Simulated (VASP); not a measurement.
HfSiO4:

```xyz
12
Lattice="-3.2862 3.2862 2.9816 3.2862 -3.2862 2.9816 3.2862 3.2862 -2.9816" Properties=species:S:1:pos:R:3 pbc="T T T"
Hf    0.0000    0.0000    0.0000
Hf    0.0000    3.2862    1.4908
Si    0.0000    0.0000    2.9816
Si    3.2862    0.0000    1.4908
O     2.0736    3.2862    1.0746
O     3.2863   -1.2126    2.5654
O     1.2126    0.0000    4.0562
O     3.2862    1.2126    2.5654
O     2.0736    0.0000    0.4162
O     0.0000    1.2126    1.9070
O     4.4989    0.0000    0.4162
O     3.2862    2.0736   -1.0746
```

Base run:

```yaml
Program: VASP 6.6.1
Functional: PBEsol
Potentials_or_basis: VASP PAW PBE potentials, release 64 (Hf_pv, Si, O)
Cutoff: 520 eV
k_mesh: 5 × 5 × 5
Occupations: fermi-dirac, width 0.05 eV
Spin: no spin polarisation
```

Its results: band gap on the k mesh 5.31 eV (least direct gap 5.70 eV); pressure 0.0 GPa; largest force 0.678 eV/Å.

**Question.** The run is repeated on the same cell with these changes: functional from PBEsol to RPBE. What comes out?

**Answer.** Band gap on the k mesh 5.47 eV (least direct gap 5.85 eV); pressure 10.3 GPa; largest force 0.514 eV/Å.

RPBE binds less tightly than PBEsol, so the same cell stands under more pressure.

Caveats: the PAW data sets were made with another functional, which shifts forces and pressure a little; spin-orbit coupling is left out, which moves the levels of the heavy elements; an odd mesh through Γ misses points on the zone boundary, where band edges can lie; the cell stands under pressure (at least some runs).
